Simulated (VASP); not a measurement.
# K2NbO3 (P-6m2) in VASP: notebook

K2NbO3 is run at these levels: PBE; tasks: single point.

Program: VASP 6.6.1. These are calculated values, not measurements. Logs are shortened: lines on timing, memory, paths and dates and some standing lists are left out, and cuts for length are marked.

## 1. The cell of the first run

It takes space group P-6m2 (No. 187, hexagonal). Conventional cell: a = 4.041 Å, b = 4.041 Å, c = 7.977 Å, α = 90.00°, β = 90.00°, γ = 120.00°. K (site symmetry 3m) has 9 O at 3.06 to 3.08 Å and 3 Nb at 3.08 Å and 1 K at 3.96 Å within 4.0 Å. Nb (site symmetry -6m2) has 3 O at 2.33 Å and 6 K at 3.08 Å within 3.1 Å. O (site symmetry -6m2) has 3 O at 2.33 Å and 6 K at 3.06 Å within 3.1 Å. Within 3.1 Å of O (site symmetry -6m2) lie 3 Nb at 2.33 Å and 6 K at 3.08 Å. Within 3.1 Å of O (site symmetry -6m2) lie 3 O at 2.33 Å and 6 K at 3.06 Å.

## 2. Single point, PBE

INCAR

```
SYSTEM = K2NbO3
PREC     = Accurate       ! precision mode
ENCUT    = 520            ! plane-wave cutoff, eV
EDIFF    = 1E-6           ! SCF threshold, eV
ISMEAR   = 0              ! smearing method
SIGMA    = 0.1            ! smearing width, eV
LREAL    = .False.        ! projectors in reciprocal space
LASPH    = .True.         ! aspherical terms in the spheres
NELM     = 80             ! most SCF steps
ALGO     = Normal         ! electronic algorithm
ISIF     = 2              ! what is computed and relaxed
LWAVE    = .False.        ! write WAVECAR
LCHARG   = .False.        ! write CHGCAR
GGA      = PE             ! functional
NBANDS   = 34             ! bands
```

KPOINTS

```
regular mesh
0
Gamma
  6 6 2
  0 0 0
```

POSCAR

```
K2NbO3
1.0
    4.0409243400      0.0000000000      0.0000000000
   -2.0204621700      3.4995431300      0.0000000000
    0.0000000000      0.0000000000      7.9768824700
K Nb O
2 1 3
Direct
    0.3333333300      0.6666666700      0.7520078400
    0.3333333300      0.6666666700      0.2479921600
    0.6666666700      0.3333333300      0.5000000000
    0.6666666700      0.3333333300      0.0000000000
    0.0000000000      0.0000000000      0.5000000000
    0.0000000000      0.0000000000      0.0000000000
```

Potentials or basis: VASP PAW PBE potentials, release 64 (K_sv, Nb_sv, O).

Command:

```bash
$ cat potpaw_PBE.64/K_sv/POTCAR potpaw_PBE.64/Nb_sv/POTCAR potpaw_PBE.64/O/POTCAR > POTCAR
$ mpirun -np 1 vasp_std > vasp.out
```

OUTCAR:

```text
SYSTEM = K2NbO3
   PREC = Accurate
   ENCUT = 520
   EDIFF = 1E-6
   ISMEAR = 0
   LREAL = .False.
   LASPH = .True.
   NELM = 80
   ISIF = 2
   GGA = PE

 ion  position               nearest neighbor table
   1  0.333  0.667  0.752-   3 3.08   3 3.08   3 3.08
   2  0.333  0.667  0.248-   3 3.08   3 3.08   3 3.08
   3  0.667  0.333  0.500-   5 2.33   5 2.33   5 2.33   2 3.08   1 3.08   2 3.08   1 3.08   1 3.08
                             2 3.08
   4  0.667  0.333  0.000-
   5  0.000  0.000  0.500-   3 2.33   3 2.33   3 2.33
   6  0.000  0.000  0.000-

  LATTYP: Found a hexagonal cell.
 ALAT       =     4.0409243400
 C/A-ratio  =     1.9740242080

  Lattice vectors:

 A1 = (   4.0409243400,   0.0000000000,   0.0000000000)
 A2 = (  -2.0204621700,   3.4995431300,   0.0000000000)
 A3 = (   0.0000000000,   0.0000000000,   7.9768824700)

Analysis of symmetry for initial positions (statically):
=====================================================================
 Subroutine PRICEL returns:
 Original cell was already a primitive cell.

 Routine SETGRP: Setting up the symmetry group for a
 hexagonal supercell.

 Subroutine GETGRP returns: Found 12 space group operations
 (whereof 12 operations were pure point group operations)
 out of a pool of 24 trial point group operations.

The static configuration has the point symmetry D_3h.

Analysis of symmetry for dynamics (positions and initial velocities):
=====================================================================
 Subroutine PRICEL returns:
 Original cell was already a primitive cell.

 Routine SETGRP: Setting up the symmetry group for a
 hexagonal supercell.

 Subroutine GETGRP returns: Found 12 space group operations
 (whereof 12 operations were pure point group operations)
 out of a pool of 24 trial point group operations.

The dynamic configuration has the point symmetry D_3h.

 Subroutine INISYM returns: Found 12 space group operations
 (whereof 12 operations are pure point group operations),
 and found     1 'primitive' translations

----------------------------------------------------------------------------------------

                                     Primitive cell

  volume of cell :     112.8042

[... 83 lines left out ...]
   ENCUT  =  520.0 eV  38.22 Ry    6.18 a.u.   7.51  7.51 14.83*2*pi/ulx,y,z
   NELM   =     80;   NELMIN=  2; NELMDL= -5     # of ELM steps
   EDIFF  = 0.1E-05   stopping-criterion for ELM
   LREAL  =      F    real-space projection
   EDIFFG = 0.1E-04   stopping-criterion for IOM
   NSW    =      0    number of steps for IOM
   IBRION =     -1    ionic relax: 0-MD 1-quasi-New 2-CG
   NFREE  =      0    steps in history (QN), initial steepest desc. (CG)
   ISIF   =      2    stress and relaxation
   ISYM   =      2    0-nonsym 1-usesym 2-fastsym
   POTIM  = 0.5000    time-step for ionic-motion
   TEBEG  =    0.0;   TEEND  =   0.0 temperature during run
   PSTRESS=    0.0 pullay stress
   NELECT =      49.0000    total number of electrons
   NUPDOWN=      -1.0000    fix difference up-down
   EMIN   =  10.00;   EMAX   =-10.00  energy-range for DOS
   EFERMI =   0.00;   METHOD = LEGACY
   ISMEAR =     0;   SIGMA  =   0.10  broadening in eV -4-tet -1-fermi 0-gaus
   EFERMI_NEDOS =   21; number of points for ismear=-14 and -15
   IALGO  =     38    algorithm
   IMIX   =      4    mixing-type and parameters
     AMIX     =   0.40;   BMIX     =  1.00
     AMIX_MAG =   1.60;   BMIX_MAG =  1.00
  volume/ion in A,a.u.               =      18.80       126.87
  Fermi-wavevector in a.u.,A,eV,Ry     =   1.239838  2.342955 20.914868  1.537199
  Thomas-Fermi vector in A             =   2.374305
   LORBIT       =      0    0 simple, 1 ext, 2 COOP (PROOUT), +10 PAW based schemes
   GGA     = PE    functional components
   LHFCALC =     F    Hartree Fock is set to
   AEXX    =    0.0000 exact exchange contribution
   IVDW    =     0    specifies the selected vdW correction
   LEPSILON=     F    determine dielectric tensor
   LRPA    =     F    only Hartree local field effects (RPA)
 non-spin polarized calculation
 Gauss-broadening in eV      SIGMA  =   0.10
  energy-cutoff  :      520.00
  volume of cell :      112.80
 maximum number of plane-waves:      3073
   NGX = 15   NGY = 15   NGZ = 29

 number of electron      49.0000002 magnetization

 Free energy of the ion-electron system (eV)
  ---------------------------------------------------
  ext. energy  EPLUGINS =         0.00000000
  ---------------------------------------------------
  free energy    TOTEN  =       -25.51135246 eV

  energy without entropy =      -25.42388832  energy(sigma->0) =      -25.46762039

 E-fermi :   2.3348     XC(G=0):  -9.2807

 val. band max:        2.3241385559   @ k =   0.3333   0.0000   0.0000
 cond. band min:       2.3417801125   @ k =   0.1667   0.0000   0.0000
 fundamental gap:      0.0176415566
 Fermi energy:         2.3348375451

 k-point     1 :       0.0000    0.0000    0.0000
  band No.  band energies     occupation
      1     -53.2784      2.00000
      2     -29.4602      2.00000
      3     -29.4602      2.00000
      4     -29.2299      2.00000
      5     -27.6181      2.00000
      6     -27.5734      2.00000
[... 507 lines left out ...]
     33       8.7821      0.00000
     34       9.0711      0.00000

------------------------ aborting loop because EDIFF is reached ----------------------------------------

  FORCE on cell =-STRESS in cart. coord.  units (eV):
  Direction    XX          YY          ZZ          XY          YZ          ZX
  --------------------------------------------------------------------------------------
  -------------------------------------------------------------------------------------
  Total       -8.1443830     -8.1443830      1.8040718      0.0000000      0.0000000      0.0000000
  in kB     -115.6760651   -115.6760649     25.6235407      0.0000000      0.0000000      0.0000000
  external PRESSURE =     -68.5761964 kB  Pullay stress =       0.0000000 kB

 VOLUME and BASIS-vectors are now :
 -----------------------------------------------------------------------------
  energy-cutoff  :      520.00
  volume of cell :      112.80
      direct lattice vectors                 reciprocal lattice vectors
     4.040924340  0.000000000  0.000000000     0.247468133  0.142875793  0.000000000
    -2.020462170  3.499543130  0.000000000     0.000000000  0.285751586  0.000000000
     0.000000000  0.000000000  7.976882470     0.000000000  0.000000000  0.125362258

 POSITION                                       TOTAL-FORCE (eV/Angst)
 -----------------------------------------------------------------------------------
     -0.00000      2.33303      5.99868         0.000000     -0.000000      2.792198
     -0.00000      2.33303      1.97820        -0.000000     -0.000000     -2.792198
      2.02046      1.16651      3.98844         0.000000     -0.000000      0.000000
      2.02046      1.16651      0.00000        -0.000000      0.000000      0.000000
      0.00000      0.00000      3.98844        -0.000000     -0.000000      0.000000
      0.00000      0.00000      0.00000        -0.000000     -0.000000      0.000000
 -----------------------------------------------------------------------------------
    total drift:                               -0.000036      0.000021      0.000000

  FREE ENERGIE OF THE ION-ELECTRON SYSTEM (eV)
  ---------------------------------------------------
  free  energy   TOTEN  =       -25.5113524611 eV

  energy  without entropy=      -25.4238883223  energy(sigma->0) =      -25.46762039
```

Wall time 2 min (1 thread of AMD EPYC 7R43 (Zen 3), shared host); peak memory 0.2 GiB.

Results:

| Item | Value |
| --- | --- |
| Free energy | -25.5114 eV |
| Pressure | -6.9 GPa |
| Largest force | 2.792 eV/Å |

Forces on the atoms (eV/Å):
```
K    0.000  0.000  2.792
K    0.000  0.000 -2.792
Nb   0.000  0.000  0.000
O    0.000  0.000  0.000
O    0.000  0.000  0.000
O    0.000  0.000  0.000
```

Stress tensor (GPa, compression positive):
```
-11.57   0.00   0.00
  0.00 -11.57   0.00
  0.00   0.00   2.56
```

Caveat: the k points lie up to 0.39 Å⁻¹ apart; an odd number of electrons without spin polarisation forces a metal; a magnetic or distorted state may lie lower.

## 3. Single point, PBE, collinear spin, ferromagnetic start

Changes to INCAR since step 2:

```diff
@@ -8,3 +8,3 @@
 LASPH    = .True.         ! aspherical terms in the spheres
-NELM     = 80             ! most SCF steps
+NELM     = 150            ! most SCF steps
 ALGO     = Normal         ! electronic algorithm
@@ -13,3 +13,7 @@
 LCHARG   = .False.        ! write CHGCAR
+ISPIN    = 2              ! spin polarisation
+MAGMOM   = 0.09 0.09 1.9 0.88 0.01 0.89 ! initial moments
+LORBIT   = 11             ! projections on sites
+LMAXMIX  = 4              ! l up to which the mixer works
 GGA      = PE             ! functional
-NBANDS   = 34             ! bands
+NBANDS   = 38             ! bands
```

KPOINTS is that of step 2.

POSCAR is that of step 2.

Potentials or basis: VASP PAW PBE potentials, release 64 (K_sv, Nb_sv, O).

Command:

```bash
$ cat potpaw_PBE.64/K_sv/POTCAR potpaw_PBE.64/Nb_sv/POTCAR potpaw_PBE.64/O/POTCAR > POTCAR
$ mpirun -np 1 vasp_std > vasp.out
```

Run time: 6.9 min. Hardware: 1 thread of AMD EPYC 7R43 (Zen 3), shared host; peak memory 0.29 GiB.

Results (log left out):

```
Free energy                                           : -26.4109 eV
Pressure                                              : -5.0 GPa
Largest force                                         : 2.765 eV/Å
Net moment                                            : 3.50 μB per cell
Site moments                                          : K +0.06; Nb +2.32; O +0.04, -0.02, -0.01 μB
Valence electrons inside the program's atomic spheres : K 7.59; Nb 10.68; O 4.68, 4.90
```

Forces in eV/Å, atoms in the order of the input:
```
K    0.000  0.000  2.765
K    0.000  0.000 -2.765
Nb   0.000  0.000  0.000
O    0.000  0.000  0.000
O    0.000  0.000  0.000
O    0.000  0.000  0.000
```

Stress tensor (GPa, compression positive):
```
-9.00  0.00  0.00
 0.00 -9.00  0.00
 0.00  0.00  2.90
```

Levels at points of the mesh, in eV from the Fermi level:
Spin up:
```tsv
k point	band 23	band 24	band 25	band 26	band 27	band 28	band 29	band 30
(0.00, 0.00, 0.00)	-0.91	-0.91	-0.49	-0.11	0.16	0.16	1.80	1.80
(0.50, 0.00, 0.00)	-0.95	-0.94	-0.85	-0.07	-0.02	0.35	0.89	3.39
(0.00, 0.00, 0.50)	-0.90	-0.90	-0.25	-0.08	0.17	0.17	1.79	1.79
(0.50, 0.00, 0.50)	-0.94	-0.86	-0.44	-0.08	-0.02	0.35	0.89	3.34
```
Spin down:
| k point | band 21 | band 22 | band 23 | band 24 | band 25 | band 26 |
| --- | --- | --- | --- | --- | --- | --- |
| (0.00, 0.00, 0.00) | -2.12 | -0.06 | 0.17 | 0.17 | 0.50 | 0.88 |
| (0.50, 0.00, 0.00) | -1.43 | -0.89 | -0.01 | 0.62 | 0.90 | 1.40 |
| (0.00, 0.00, 0.50) | -2.32 | -0.07 | 0.17 | 0.17 | 0.90 | 1.19 |
| (0.50, 0.00, 0.50) | -1.45 | -0.94 | -0.01 | 0.62 | 0.90 | 1.40 |

Caveat: the k points lie up to 0.39 Å⁻¹ apart; forces of over 1 eV/Å act on the atoms, so gaps and moduli don't describe the material at rest.

(Part 1 of 2 ends here.)
